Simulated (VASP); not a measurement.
# AsH3Ir12 in VASP: single point with PBE+D3(BJ)

Aim: the single point of AsH3Ir12 with PBE+D3(BJ).

Program: VASP 6.6.1. These are calculated values, not measurements. Logs are shortened: lines on timing, memory, paths and dates and some standing lists are left out, and cuts for length are marked.

### 1 The cell of the first run

The cell holds a slab with vacuum, 16 atoms: a = 5.431 Å, b = 5.431 Å, c = 23.743 Å, α = 90.00°, β = 90.00°, γ = 120.00°.

### 2 Single point, PBE+D3(BJ)

INCAR reads:

```
SYSTEM = AsH3Ir12
PREC = Accurate
ENCUT = 520
EDIFF = 1E-6
ISMEAR = 0
SIGMA = 0.1
LREAL = Auto
LASPH = .True.
NELM = 60
ALGO = Normal
ISIF = 2
LWAVE = .False.
LCHARG = .False.
LDIPOL = .True.
IDIPOL = 3
DIPOL = 0.5 0.5 0.470
GGA = PE
IVDW = 12
NBANDS = 72
```

KPOINTS reads:

```
Automatic mesh
0
Gamma
  4 4 1
  0 0 0
```

POSCAR reads:

```
AsH3Ir12
1.0
    5.4313155572      0.0000000000      0.0000000000
   -2.7156577786      4.7036572485      0.0000000000
    0.0000000000      0.0000000000     23.7426505824
Ir As H
12 1 3
Direct
    0.3333333333      0.1666666667      0.3369463731
    0.3333333333      0.6666666667      0.3369463731
    0.8333333333      0.1666666667      0.3369463731
    0.8333333333      0.6666666667      0.3369463731
    0.6671833939      0.3359650951      0.4287496234
    0.6700385265      0.8380218896      0.4302604038
    0.1656614538      0.3323268709      0.4292249952
    0.1674645220      0.8378169835      0.4299651896
   -0.0021730788      0.5062601434      0.5214621323
    0.0050605522      0.0141604947      0.5316501124
    0.5052515381      0.5062327721      0.5216774640
    0.5051310470      0.0145650292      0.5234609174
    0.8161629224      0.6340739481      0.6039915929
    1.3301759101      0.6619026296      0.5633396814
    0.5201203872      0.0527889487      0.5903571160
    1.0651111483      1.1471038481      0.5930976497
```

Potentials or basis: VASP PAW PBE potentials, release 64 (Ir, As, H).

Run with:

```
> cat potpaw_PBE.64/Ir/POTCAR potpaw_PBE.64/As/POTCAR potpaw_PBE.64/H/POTCAR > POTCAR
> mpirun -np 1 vasp_std > vasp.out
```

OUTCAR:

```text
SYSTEM = AsH3Ir12
   PREC = Accurate
   ENCUT = 520
   EDIFF = 1E-6
   ISMEAR = 0
   LREAL = Auto
   LASPH = .True.
   NELM = 60
   ISIF = 2
   GGA = PE
   IVDW = 12
 IVDW          = 12

 ion  position               nearest neighbor table
   1  0.333  0.167  0.337-   5 2.69   7 2.69   8 2.70   4 2.72   2 2.72   2 2.72   4 2.72   3 2.72
                             3 2.72
   2  0.333  0.667  0.337-   7 2.70   3 2.72   1 2.72   1 2.72   3 2.72   4 2.72   4 2.72   8 2.72
                             6 2.72
   3  0.833  0.167  0.337-   5 2.69   7 2.69   6 2.70   4 2.72   2 2.72   4 2.72   2 2.72   1 2.72
                             1 2.72
   4  0.833  0.667  0.337-   5 2.68   8 2.71   1 2.72   3 2.72   3 2.72   1 2.72   2 2.72   2 2.72
                             6 2.72
   5  0.667  0.336  0.429-   4 2.68   1 2.69   3 2.69   9 2.70  11 2.70  12 2.71   8 2.71   6 2.71
                             7 2.71   7 2.72   6 2.72   8 2.72
   6  0.670  0.838  0.430-  11 2.67   7 2.69   3 2.70   8 2.70   5 2.71   4 2.72   5 2.72   2 2.72
                             8 2.73  12 2.73   7 2.74  10 2.88
   7  0.166  0.332  0.429-   6 2.69   8 2.69   3 2.69   1 2.69   2 2.70   5 2.71  11 2.71   9 2.72
                             5 2.72   8 2.74   6 2.74  10 2.86
   8  0.167  0.838  0.430-   9 2.67   7 2.69   1 2.70   6 2.70   5 2.71   4 2.71   2 2.72   5 2.72
                             6 2.73  12 2.73   7 2.74  10 2.89
   9  0.998  0.506  0.521-  14 1.85  13 2.45  12 2.67   8 2.67  11 2.68   5 2.70  10 2.70   7 2.72
                            10 2.75  11 2.76  12 2.76
  10  0.005  0.014  0.532-  16 1.59  13 2.48   9 2.70  11 2.71  12 2.72  12 2.72  11 2.75   9 2.75
                             7 2.86   6 2.88   8 2.89
  11  0.505  0.506  0.522-  14 1.84  13 2.45  12 2.67   6 2.67   9 2.68   5 2.70  10 2.71   7 2.71
                            10 2.75   9 2.76  12 2.76
  12  0.505  0.015  0.523-  15 1.60  14 1.91  11 2.67   9 2.67   5 2.71  10 2.72  10 2.72   8 2.73
                             6 2.73   9 2.76  11 2.76
  13  0.816  0.634  0.604-   9 2.45  11 2.45  10 2.48
  14  0.330  0.662  0.563-  11 1.84   9 1.85  12 1.91
  15  0.520  0.053  0.590-  12 1.60
  16  0.065  0.147  0.593-  10 1.59

  LATTYP: Found a hexagonal cell.
 ALAT       =     5.4313155572
 C/A-ratio  =     4.3714364103

  Lattice vectors:

 A1 = (   5.4313155572,   0.0000000000,   0.0000000000)
 A2 = (  -2.7156577786,   4.7036572485,   0.0000000000)
 A3 = (   0.0000000000,   0.0000000000,  23.7426505824)

Analysis of symmetry for initial positions (statically):
=====================================================================
 Subroutine PRICEL returns:
 Original cell was already a primitive cell.

 Routine SETGRP: Setting up the symmetry group for a
 hexagonal supercell.

 Subroutine GETGRP returns: Found  1 space group operations
 (whereof  1 operations were pure point group operations)
 out of a pool of 24 trial point group operations.

The static configuration has the point symmetry C_1 .

Analysis of symmetry for dynamics (positions and initial velocities):
=====================================================================
 Subroutine PRICEL returns:
 Original cell was already a primitive cell.

 Routine SETGRP: Setting up the symmetry group for a
 hexagonal supercell.

 Subroutine GETGRP returns: Found  1 space group operations
 (whereof  1 operations were pure point group operations)
 out of a pool of 24 trial point group operations.

The dynamic configuration has the point symmetry C_1 .

 Subroutine INISYM returns: Found  1 space group operations
 (whereof  1 operations are pure point group operations),
 and found     1 'primitive' translations

----------------------------------------------------------------------------------------

                                     Primitive cell

  volume of cell :     606.5546

  direct lattice vectors                    reciprocal lattice vectors
     5.431315557  0.000000000  0.000000000     0.184117455  0.106300262  0.000000000
    -2.715657779  4.703657248  0.000000000     0.000000000  0.212600525  0.000000000
     0.000000000  0.000000000 23.742650582     0.000000000  0.000000000  0.042118297

  length of vectors
     5.431315557  5.431315557 23.742650582     0.212600525  0.212600525  0.042118297

  position of ions in fractional coordinates (direct lattice)
     0.333333333  0.166666667  0.336946373
     0.333333333  0.666666667  0.336946373
     0.833333333  0.166666667  0.336946373
     0.833333333  0.666666667  0.336946373
     0.667183394  0.335965095  0.428749623
     0.670038527  0.838021890  0.430260404
[... 8 lines left out ...]
     0.520120387  0.052788949  0.590357116
     0.065111148  0.147103848  0.593097650

  ion indices of the primitive-cell ions
   primitive index   ion index
                 1           1
                 2           2
                 3           3
                 4           4
                 5           5
                 6           6
[... 8 lines left out ...]
                15          15
                16          16

----------------------------------------------------------------------------------------

 KPOINTS: Automatic mesh

Automatic generation of k-mesh.
 Grid dimensions read from file:
 generate k-points for:    4    4    1

 Generating k-lattice:

  Cartesian coordinates                     Fractional coordinates (reciprocal lattice)
     0.046029364  0.026575066  0.000000000     0.250000000  0.000000000  0.000000000
     0.000000000  0.053150131  0.000000000     0.000000000  0.250000000  0.000000000
     0.000000000  0.000000000  0.042118297     0.000000000  0.000000000  1.000000000

  Length of vectors
     0.053150131  0.053150131  0.042118297

  Shift w.r.t. Gamma in fractional coordinates (k-lattice)
     0.000000000  0.000000000  0.000000000

 Subroutine IBZKPT returns following result:
 ===========================================

 Found     10 irreducible k-points:

 Following reciprocal coordinates:
            Coordinates               Weight
  0.000000  0.000000  0.000000      1.000000
  0.250000 -0.000000  0.000000      2.000000
  0.000000  0.250000  0.000000      2.000000
 -0.250000  0.250000  0.000000      2.000000
  0.500000 -0.000000  0.000000      1.000000
  0.000000  0.500000  0.000000      1.000000
  0.500000  0.500000  0.000000      1.000000
  0.250000  0.250000  0.000000      2.000000
 -0.250000  0.500000  0.000000      2.000000
  0.500000  0.250000  0.000000      2.000000
   k-points           NKPTS =     10   k-points in BZ     NKDIM =     10   number of bands    NBANDS=     72
   number of dos      NEDOS =    301   number of ions     NIONS =     16
   total plane-waves  NPLWV = 288000
   dimension x,y,z NGX =    40 NGY =   40 NGZ =  180
   dimension x,y,z NGXF=    80 NGYF=   80 NGZF=  360
   ions per type =              12   1   3
   NGX,Y,Z   is equivalent  to a cutoff of  12.24, 12.24, 12.60 a.u.
   NGXF,Y,Z  is equivalent  to a cutoff of  24.49, 24.49, 25.21 a.u.
 SYSTEM =  AsH3Ir12
   PREC   = accura    normal or accurate (medium, high low for compatibility)
   ISTART =      0    job   : 0-new  1-cont  2-samecut
   ICHARG =      2    charge: 1-file 2-atom 10-const
   ISPIN  =      1    spin polarized calculation?
   LNONCOLLINEAR =      F non collinear calculations
   LSORBIT =      F    spin-orbit coupling
   LASPH  =      T    aspherical Exc in radial PAW
   ENCUT  =  520.0 eV  38.22 Ry    6.18 a.u.  10.10 10.10 44.15*2*pi/ulx,y,z
   NELM   =     60;   NELMIN=  2; NELMDL= -5     # of ELM steps
   EDIFF  = 0.1E-05   stopping-criterion for ELM
   LREAL  =      T    real-space projection
   EDIFFG = 0.1E-04   stopping-criterion for IOM
   NSW    =      0    number of steps for IOM
   IBRION =     -1    ionic relax: 0-MD 1-quasi-New 2-CG
   NFREE  =      0    steps in history (QN), initial steepest desc. (CG)
   ISIF   =      2    stress and relaxation
   ISYM   =      2    0-nonsym 1-usesym 2-fastsym
   POTIM  = 0.5000    time-step for ionic-motion
   TEBEG  =    0.0;   TEEND  =   0.0 temperature during run
   PSTRESS=    0.0 pullay stress
   NELECT =     116.0000    total number of electrons
   NUPDOWN=      -1.0000    fix difference up-down
   EMIN   =  10.00;   EMAX   =-10.00  energy-range for DOS
   EFERMI =   0.00;   METHOD = LEGACY
   ISMEAR =     0;   SIGMA  =   0.10  broadening in eV -4-tet -1-fermi 0-gaus
   EFERMI_NEDOS =   21; number of points for ismear=-14 and -15
   IALGO  =     38    algorithm
   IMIX   =      4    mixing-type and parameters
     AMIX     =   0.40;   BMIX     =  1.00
     AMIX_MAG =   1.60;   BMIX_MAG =  1.00
  volume/ion in A,a.u.               =      37.91       255.83
  Fermi-wavevector in a.u.,A,eV,Ry     =   0.943201  1.782391 12.104122  0.889628
  Thomas-Fermi vector in A             =   2.070885
   LORBIT       =      0    0 simple, 1 ext, 2 COOP (PROOUT), +10 PAW based schemes
   GGA     = PE    functional components
   LHFCALC =     F    Hartree Fock is set to
   AEXX    =    0.0000 exact exchange contribution
   IVDW    =    12    specifies the selected vdW correction
   LEPSILON=     F    determine dielectric tensor
   LRPA    =     F    only Hartree local field effects (RPA)
 non-spin polarized calculation
 Gauss-broadening in eV      SIGMA  =   0.10
  energy-cutoff  :      520.00
  volume of cell :      606.55
 maximum number of plane-waves:     16374
   NGX = 21   NGY = 21   NGZ = 89

 dipolmoment           0.000000      0.000000      0.336330 electrons x Angstroem

 number of electron     116.0000007 magnetization

 dipolmoment           0.000000      0.000000     -0.147783 electrons x Angstroem

 Free energy of the ion-electron system (eV)
  ---------------------------------------------------
  ext. energy  EPLUGINS =         0.00000000
  ---------------------------------------------------
  free energy    TOTEN  =      -115.99161874 eV

  energy without entropy =     -115.89673337  energy(sigma->0) =     -115.94417606

 E-fermi :  -0.1983     XC(G=0):  -5.2207

 val. band max:       -0.2097678882   @ k =   0.0000   0.0000   0.0000
 cond. band min:      -0.1908699020   @ k =  -0.2500   0.2500   0.0000
 fundamental gap:      0.0188979862
 Fermi energy:        -0.1982541765

 k-point     1 :       0.0000    0.0000    0.0000
  band No.  band energies     occupation
      1     -12.1677      2.00000
      2     -10.2233      2.00000
      3      -9.1561      2.00000
      4      -8.0712      2.00000
      5      -7.7908      2.00000
      6      -7.6359      2.00000
[... 62 lines left out ...]
     69       1.3635      0.00000
     70       1.5527      0.00000

 k-point     2 :       0.2500   -0.0000    0.0000
  band No.  band energies     occupation
      1     -11.9662      2.00000
      2      -9.7977      2.00000
      3      -8.8060      2.00000
      4      -7.6463      2.00000
      5      -7.5343      2.00000
      6      -7.3870      2.00000
[... 62 lines left out ...]
     69       1.6704      0.00000
     70       2.0389      0.00000

 k-point     3 :       0.0000    0.2500    0.0000
  band No.  band energies     occupation
      1     -11.9766      2.00000
      2      -9.7717      2.00000
      3      -8.7633      2.00000
      4      -7.7652      2.00000
      5      -7.5063      2.00000
      6      -7.4070      2.00000
[... 500 lines left out ...]
     69       1.3210      0.00000
     70       1.5883      0.00000

 k-point    10 :       0.5000    0.2500    0.0000
  band No.  band energies     occupation
      1     -11.7671      2.00000
      2      -9.0979      2.00000
      3      -8.2443      2.00000
      4      -7.6125      2.00000
      5      -7.4134      2.00000
      6      -6.9710      2.00000
[... 62 lines left out ...]
     69       1.2899      0.00000
     70       1.5127      0.00000
 [bands above 70 left out]

------------------------ aborting loop because EDIFF is reached ----------------------------------------

 vacuum level on the upper side and lower side of the slab       (xc-potential included)        -0.710         0.337

 Edisp (eV)   -6.69155

 E8    (eV) :    -3.1746

  FORCE on cell =-STRESS in cart. coord.  units (eV):
  Direction    XX          YY          ZZ          XY          YZ          ZX
  --------------------------------------------------------------------------------------
  -------------------------------------------------------------------------------------
  Total      -7.09987    -6.76051     0.86444     0.02605    -0.03903     0.22685
  in kB     -18.75389   -17.85749     2.28337     0.06881    -0.10311     0.59922
  external pressure =      -11.44 kB  Pullay stress =        0.00 kB

 VOLUME and BASIS-vectors are now :
 -----------------------------------------------------------------------------
  energy-cutoff  :      520.00
  volume of cell :      606.55
      direct lattice vectors                 reciprocal lattice vectors
     5.431315557  0.000000000  0.000000000     0.184117455  0.106300262  0.000000000
    -2.715657779  4.703657248  0.000000000     0.000000000  0.212600525  0.000000000
     0.000000000  0.000000000 23.742650582     0.000000000  0.000000000  0.042118297

 POSITION                                       TOTAL-FORCE (eV/Angst)
 -----------------------------------------------------------------------------------
      1.35783      0.78394      8.00000         0.059419     -0.152695     -0.128136
     -0.00000      3.13577      8.00000         0.001843      0.165452      0.096306
      4.07349      0.78394      8.00000        -0.066158     -0.165532     -0.115147
      2.71566      3.13577      8.00000        -0.015952      0.180867     -0.007532
      2.71132      1.58026     10.17965         0.003082     -0.013472      0.004299
      1.36341      3.94177     10.21552        -0.010312      0.004412      0.012328
[... 8 lines left out ...]
      2.68158      0.24830     14.01664         0.013522     -0.006268      0.095762
     -0.04584      0.69193     14.08171         0.008222      0.037425      0.079296
 -----------------------------------------------------------------------------------
    total drift:                               -0.001668      0.003217     -0.005259

  FREE ENERGIE OF THE ION-ELECTRON SYSTEM (eV)
  ---------------------------------------------------
  free  energy   TOTEN  =      -122.6831691731 eV

  energy  without entropy=     -122.5882837992  energy(sigma->0) =     -122.63572649

 vacuum level on the upper side and lower side of the slab         4.030         5.092
```

It took 48 min on 1 thread of Intel Xeon 8259CL, shared host; peak memory 0.78 GiB.

Results:

- Free energy: -122.6832 eV
- Largest force: 0.212 eV/Å
- Band gap on the k mesh: zero (bands 58 and 59 overlap by 0.98 eV)
- Dispersion energy per atom: -0.418 eV

Forces on the atoms (eV/Å):
```
Ir   0.059 -0.153 -0.128
Ir   0.002  0.165  0.096
Ir  -0.066 -0.166 -0.115
Ir  -0.016  0.181 -0.008
Ir   0.003 -0.013  0.004
Ir  -0.010  0.004  0.012
Ir  -0.007 -0.006 -0.008
Ir  -0.026 -0.004  0.029
Ir   0.011 -0.024 -0.002
Ir   0.001 -0.010 -0.067
Ir   0.003 -0.024 -0.012
Ir   0.018  0.018 -0.076
As   0.002 -0.005  0.062
H    0.003  0.006  0.036
H    0.014 -0.006  0.096
H    0.008  0.037  0.079
```

Caveat: spin-orbit coupling is left out, which moves the levels of the heavy elements.
